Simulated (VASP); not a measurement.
Set up this calculation in VASP 6.6.1, as the native input.

```yaml
Task: single point
Functional: PBE
Potentials_or_basis: VASP PAW PBE potentials, release 64 (C)
Cutoff: 520 eV
k_mesh: 4 × 4 × 6
Occupations: gaussian, width 0.1 eV
Spin: no spin polarisation
Dipole_correction: no
Further_INCAR_settings: ALGO = Normal; EDIFF = 1e-06; NBANDS = 36
```

The structure of C lies in POSCAR:

```
C
1.0
    3.3722012500     -4.2785596500      0.0000000000
    3.3722012500      4.2785596500      0.0000000000
    0.0000000000      0.0000000000      2.5190174000
C
12
Direct
    0.2469143300      0.3432146300      0.7500000000
    0.3432146300      0.2469143300      0.2500000000
    0.5828759100      0.0047533100      0.7500000000
    0.7261322900      0.2738677100      0.7500000000
    0.3786874600      0.6213125400      0.7500000000
    0.2738677100      0.7261322900      0.2500000000
    0.4171240900      0.9952466900      0.2500000000
    0.6213125400      0.3786874600      0.2500000000
    0.7530856700      0.6567853700      0.2500000000
    0.0047533100      0.5828759100      0.2500000000
    0.9952466900      0.4171240900      0.7500000000
    0.6567853700      0.7530856700      0.7500000000
```

One way to write it, as run:

INCAR

```
PREC = Accurate ; ENCUT = 520
EDIFF = 1E-6 ; ISMEAR = 0
SIGMA = 0.1 ; LREAL = F
LASPH = T ; NELM = 100
ALGO = Normal ; ISIF = 2
LWAVE = F ; LCHARG = F
GGA = PE ; NBANDS = 36
```

KPOINTS

```
regular mesh
0
Gamma
  4 4 6
```

Potentials or basis: VASP PAW PBE potentials, release 64 (C).

Command:

```console
$ cat potpaw_PBE.64/C/POTCAR > POTCAR
$ mpirun -np 1 vasp_std > vasp.out
```

Results of the run:

```yaml
Pressure: 31.1 GPa
Largest_force: 1.638 eV/Å
Band_gap_on_the_k_mesh: 3.51 eV, direct
```

Caveat: forces of over 1 eV/Å act on the atoms, so gaps and moduli don't describe the material at rest.

Run time: 66 s on 1 thread of Intel(R) Xeon(R) Platinum 8259CL CPU @ 2.50GHz (Skylake/Cascade Lake), on a shared host, peak memory 0.2 GiB.
